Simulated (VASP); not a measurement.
# InSb (Fm-3m) in VASP: settings compared, part 2 of 2

VASP 6.6.1. Earlier steps stand in the parts before.

### Step 3. Single point, PBE

INCAR

```
SYSTEM = InSb
PREC = Accurate ; ENCUT = 500
EDIFF = 1E-6 ; ISMEAR = 0
SIGMA = 0.1 ; LREAL = .False.
LASPH = .True. ; NELM = 120
ALGO = Normal ; ISIF = 2
LWAVE = .False. ; LCHARG = .False.
GGA = PE ; NBANDS = 16
GGA_COMPAT = .False.
```

KPOINTS

```
Automatic mesh
0
Gamma
  4 4 4
  0 0 0
```

POSCAR

```
InSb
1.0
    0.0000000000      3.0735130000      3.0735130000
    3.0735130000      0.0000000000      3.0735130000
    3.0735130000      3.0735130000      0.0000000000
In Sb
1 1
Direct
    0.0000000000      0.0000000000      0.0000000000
    0.5000000000      0.5000000000      0.5000000000
```

Potentials or basis: VASP PAW PBE potentials, release 64 (In_d, Sb).

Command:

```
cat potpaw_PBE.64/In_d/POTCAR potpaw_PBE.64/Sb/POTCAR > POTCAR
mpirun -np 1 vasp_std > vasp.out
```

OUTCAR:

```text
SYSTEM = InSb
   PREC = Accurate
   ENCUT = 500
   EDIFF = 1E-6
   ISMEAR = 0
   LREAL = .False.
   LASPH = .True.
   NELM = 120
   ISIF = 2
   GGA = PE

 ion  position               nearest neighbor table
   1  0.000  0.000  0.000-   2 3.07   2 3.07   2 3.07   2 3.07   2 3.07   2 3.07
   2  0.500  0.500  0.500-   1 3.07   1 3.07   1 3.07   1 3.07   1 3.07   1 3.07

  LATTYP: Found a face centered cubic cell.
 ALAT       =     6.1470260000

  Lattice vectors:

 A1 = (   0.0000000000,   3.0735130000,   3.0735130000)
 A2 = (   3.0735130000,   0.0000000000,   3.0735130000)
 A3 = (   3.0735130000,   3.0735130000,   0.0000000000)

Analysis of symmetry for initial positions (statically):
=====================================================================
 Subroutine PRICEL returns:
 Original cell was already a primitive cell.

 Routine SETGRP: Setting up the symmetry group for a
 face centered cubic supercell.

 Subroutine GETGRP returns: Found 48 space group operations
 (whereof 48 operations were pure point group operations)
 out of a pool of 48 trial point group operations.

The static configuration has the point symmetry O_h .

Analysis of symmetry for dynamics (positions and initial velocities):
=====================================================================
 Subroutine PRICEL returns:
 Original cell was already a primitive cell.

 Routine SETGRP: Setting up the symmetry group for a
 face centered cubic supercell.

 Subroutine GETGRP returns: Found 48 space group operations
 (whereof 48 operations were pure point group operations)
 out of a pool of 48 trial point group operations.

The dynamic configuration has the point symmetry O_h .

 Subroutine INISYM returns: Found 48 space group operations
 (whereof 48 operations are pure point group operations),
 and found     1 'primitive' translations

----------------------------------------------------------------------------------------

                                     Primitive cell

[... 92 lines left out ...]
     AMIX     =   0.40;   BMIX     =  1.00
     AMIX_MAG =   1.60;   BMIX_MAG =  1.00
  volume/ion in A,a.u.               =      29.03       195.93
  Fermi-wavevector in a.u.,A,eV,Ry     =   1.107951  2.093724 16.701910  1.227556
  Thomas-Fermi vector in A             =   2.244472
   LORBIT       =      0    0 simple, 1 ext, 2 COOP (PROOUT), +10 PAW based schemes
   GGA     = PE    functional components
   LHFCALC =     F    Hartree Fock is set to
   AEXX    =    0.0000 exact exchange contribution
   IVDW    =     0    specifies the selected vdW correction
   LEPSILON=     F    determine dielectric tensor
   LRPA    =     F    only Hartree local field effects (RPA)
 non-spin polarized calculation
 Gauss-broadening in eV      SIGMA  =   0.10
  energy-cutoff  :      500.00
  volume of cell :       58.07
 maximum number of plane-waves:      1480
   NGX = 15   NGY = 15   NGZ = 15

 number of electron      18.0000004 magnetization

 Free energy of the ion-electron system (eV)
  ---------------------------------------------------
  ext. energy  EPLUGINS =         0.00000000
  ---------------------------------------------------
  free energy    TOTEN  =        -6.35565466 eV

  energy without entropy =       -6.32379884  energy(sigma->0) =       -6.33972675

 E-fermi :   6.5668     XC(G=0):  -9.7071

 val. band max:        6.5054028383   @ k =   0.0000   0.0000   0.0000
 cond. band min:       6.5700940643   @ k =  -0.2500   0.2500   0.0000
 fundamental gap:      0.0646912260
 Fermi energy:         6.5667925190

 k-point     1 :       0.0000    0.0000    0.0000
  band No.  band energies     occupation
      1      -7.6597      2.00000
      2      -7.6597      2.00000
      3      -7.6285      2.00000
      4      -7.6285      2.00000
      5      -7.6285      2.00000
      6      -4.3457      2.00000
[... 129 lines left out ...]
      3      -7.6183      2.00000
      4      -7.6183      2.00000
      5      -7.5847      2.00000
      6      -1.8354      2.00000
[... 8 lines left out ...]
     15      15.9342      0.00000
     16      19.2383      0.00000

------------------------ aborting loop because EDIFF is reached ----------------------------------------

  FORCE on cell =-STRESS in cart. coord.  units (eV):
  Direction    XX          YY          ZZ          XY          YZ          ZX
  --------------------------------------------------------------------------------------
  -------------------------------------------------------------------------------------
  Total        0.6501549      0.6501549      0.6501549     -0.0000000      0.0000000      0.0000000
  in kB       17.9387527     17.9387527     17.9387527     -0.0000000      0.0000000      0.0000000
  external PRESSURE =      17.9387527 kB  Pullay stress =       0.0000000 kB

 VOLUME and BASIS-vectors are now :
 -----------------------------------------------------------------------------
  energy-cutoff  :      500.00
  volume of cell :       58.07
      direct lattice vectors                 reciprocal lattice vectors
     0.000000000  3.073513000  3.073513000    -0.162680295  0.162680295  0.162680295
     3.073513000  0.000000000  3.073513000     0.162680295 -0.162680295  0.162680295
     3.073513000  3.073513000  0.000000000     0.162680295  0.162680295 -0.162680295

 POSITION                                       TOTAL-FORCE (eV/Angst)
 -----------------------------------------------------------------------------------
      0.00000      0.00000      0.00000        -0.000000      0.000000     -0.000000
      3.07351      3.07351      3.07351         0.000000     -0.000000      0.000000
 -----------------------------------------------------------------------------------
    total drift:                                0.000000     -0.000000     -0.000000

  FREE ENERGIE OF THE ION-ELECTRON SYSTEM (eV)
  ---------------------------------------------------
  free  energy   TOTEN  =        -6.3556546564 eV

  energy  without entropy=       -6.3237988359  energy(sigma->0) =       -6.33972675
```

Wall time 4.8 s (1 thread of Intel Xeon Platinum 8488C (Sapphire Rapids), shared host); peak memory 0.17 GiB.

Results:

```yaml
Free_energy: -6.3557 eV
Pressure: 1.8 GPa
Band_gap_on_the_k_mesh: zero (band 9 reaches 6.87 eV, above the bottom of band 10 at 4.48 eV)
```

Caveat: the k points lie up to 0.44 Å⁻¹ apart; spin-orbit coupling is left out, which moves the levels of the heavy elements.

### Step 4. Single point, PBE+D3(BJ)

INCAR

```
PREC = Accurate
ENCUT = 500
EDIFF = 1E-6
ISMEAR = 0
SIGMA = 0.1
LREAL = False
LASPH = True
NELM = 120
ALGO = Normal
ISIF = 2
LWAVE = False
LCHARG = True
GGA = PE
IVDW = 12
LELF = True
LVHAR = True
NBANDS = 16
GGA_COMPAT = False
```

KPOINTS

```
Automatic mesh
0
Gamma
  4 4 4
```

POSCAR is that of step 3.

Command:

```
cat potpaw_PBE.64/In_d/POTCAR potpaw_PBE.64/Sb/POTCAR > POTCAR
mpirun -np 1 vasp_std > vasp.out
```

It took 5.2 s on 1 thread of Intel Xeon Platinum 8488C (Sapphire Rapids), shared host; peak memory 0.18 GiB.

It converged, with:

```yaml
Free_energy: -7.1446 eV
Pressure: -0.4 GPa
Band_gap_on_the_k_mesh: zero (band 9 reaches 6.87 eV, above the bottom of band 10 at 4.48 eV)
Dispersion_energy_per_atom: -0.394 eV
```

Levels at points of the mesh, in eV from the Fermi level:
| k point | band 5 | band 6 | band 7 | band 8 | band 9 | band 10 | band 11 | band 12 | band 13 | band 14 |
| --- | --- | --- | --- | --- | --- | --- | --- | --- | --- | --- |
| (0.00, 0.00, 0.00) | -14.20 | -10.91 | -0.49 | -0.06 | -0.06 | -0.06 | 6.06 | 6.06 | 6.06 | 6.17 |
| (0.50, 0.00, 0.00) | -14.17 | -9.18 | -6.31 | 0.30 | 0.30 | 2.19 | 2.52 | 2.52 | 3.24 | 9.93 |
| (0.50, 0.50, 0.00) | -14.15 | -8.49 | -4.36 | -3.27 | -2.09 | -2.09 | 3.26 | 8.21 | 8.21 | 10.01 |

Caveat: the k points lie up to 0.44 Å⁻¹ apart; three body term missing; spin-orbit coupling is left out, which moves the levels of the heavy elements; pairwise dispersion overbinds metals, which lowers pressure and volume.

### Step 5. Single point, PBE

INCAR

```
SYSTEM = InSb
PREC = Accurate
ENCUT = 500
EDIFF = 1E-6
ISMEAR = 0
SIGMA = 0.0069
LREAL = .False.
LASPH = .True.
NELM = 120
ALGO = Normal
ISIF = 2
LWAVE = .False.
LCHARG = .False.
GGA = PE
NBANDS = 16
GGA_COMPAT = .False.
```

KPOINTS

```
Automatic mesh
0
Gamma
  4 4 4
  0 0 0
```

POSCAR is that of step 4.

Command:

```
cat potpaw_PBE.64/In_d/POTCAR potpaw_PBE.64/Sb/POTCAR > POTCAR
mpirun -np 1 vasp_std > vasp.out
```

Run time: 4.2 s. Hardware: 1 thread of Intel Xeon Platinum 8488C (Sapphire Rapids), shared host; peak memory 0.17 GiB.

It converged, with:

- Free energy: -6.3364 eV
- Pressure: 1.8 GPa
- Band gap on the k mesh: zero (band 9 reaches 6.85 eV, above the bottom of band 10 at 4.47 eV)

Levels at points of the mesh, in eV from the Fermi level:
| k point | band 6 | band 7 | band 8 | band 9 | band 10 | band 11 | band 12 | band 13 |
| --- | --- | --- | --- | --- | --- | --- | --- | --- |
| (0.00, 0.00, 0.00) | -10.92 | -0.49 | -0.07 | -0.07 | -0.07 | 6.08 | 6.08 | 6.08 |
| (0.50, 0.00, 0.00) | -9.19 | -6.30 | 0.29 | 0.29 | 2.19 | 2.53 | 2.53 | 3.25 |
| (0.50, 0.50, 0.00) | -8.51 | -4.36 | -3.25 | -2.09 | -2.09 | 3.27 | 8.21 | 8.21 |

Caveat: the k points lie up to 0.44 Å⁻¹ apart; spin-orbit coupling is left out, which moves the levels of the heavy elements.

### Step 6. Relaxation of the atoms, PBE

INCAR

```
ALGO = Normal
EDIFF = 1E-7
EDIFFG = -0.02
ENCUT = 450
GGA = PE
GGA_COMPAT = F
IBRION = 2
ISIF = 2
ISMEAR = 1
ISYM = 0
LASPH = T
LCHARG = F
LREAL = F
LWAVE = F
NELM = 120
NELMIN = 4
NSW = 30
PREC = Accurate
SIGMA = 0.1
```

KPOINTS

```
Automatic mesh
0
Gamma
  2 4 1
  0.38 0.69 0.01
```

POSCAR is that of step 5.

Potentials or basis: VASP PAW PBE potentials, release 64 (In_d, Sb).

Command:

```
cat potpaw_PBE.64/In_d/POTCAR potpaw_PBE.64/Sb/POTCAR > POTCAR
mpirun -np 1 vasp_std > vasp.out
```

Run time: 5.6 s. Hardware: 1 thread of Intel Xeon Platinum 8488C (Sapphire Rapids), shared host; peak memory 0.16 GiB.

It converged, with:

| Quantity | Value |
| --- | --- |
| Free energy | -4.7080 eV |
| Pressure after relaxing | 6.4 GPa |
| Band gap on the k mesh | zero (band 9 reaches 7.03 eV, above the bottom of band 10 at 5.31 eV) |

Final structure:
```xyz
2
Lattice="0.0000 3.0735 3.0735 3.0735 0.0000 3.0735 3.0735 3.0735 0.0000" Properties=species:S:1:pos:R:3 pbc="T T T"
In    0.0000    0.0000    0.0000
Sb    3.0735    3.0735    3.0735
```

Levels at points of the mesh, in eV from the Fermi level:
| k point | band 5 | band 6 | band 7 | band 8 | band 9 | band 10 | band 11 | band 12 | band 13 |
| --- | --- | --- | --- | --- | --- | --- | --- | --- | --- |
| (0.19, -0.08, 0.01) | -14.54 | -10.41 | -3.64 | -0.71 | 0.28 | 2.19 | 3.38 | 3.65 | 5.22 |

Caveat: the k points lie up to 1.77 Å⁻¹ apart; the relaxation stopped at its first step, so nothing moved; spin-orbit coupling is left out, which moves the levels of the heavy elements.

### Step 7. Overview

```tsv
task	level	cell	k mesh	cutoff (eV)	smearing	gap on the mesh (eV)	pressure (GPa)
single point	PBE	as given	4 × 4 × 4	500	gaussian 0.1 eV	none	1.8
single point	PBE+D3(BJ)	as given	4 × 4 × 4	500	gaussian 0.1 eV	none	-0.4
single point	PBE	as given	4 × 4 × 4	500	gaussian 0.0069 eV	none	1.8
relaxation of the atoms	PBE	atoms relaxed	2 × 4 × 1, shifted	450	methfessel-paxton 0.1 eV	none	6.4
```

Alike in all rows: potentials or basis VASP PAW PBE potentials, release 64 (In_d, Sb); no spin polarisation.

Caveats: all runs use coarse meshes; spin-orbit coupling is left out, which moves the levels of the heavy elements; three body term missing (some runs); pairwise dispersion overbinds metals, which lowers pressure and volume (some runs); the relaxation stopped at its first step, so nothing moved (some runs).

Absolute energies hang on the potentials; compare differences alone.
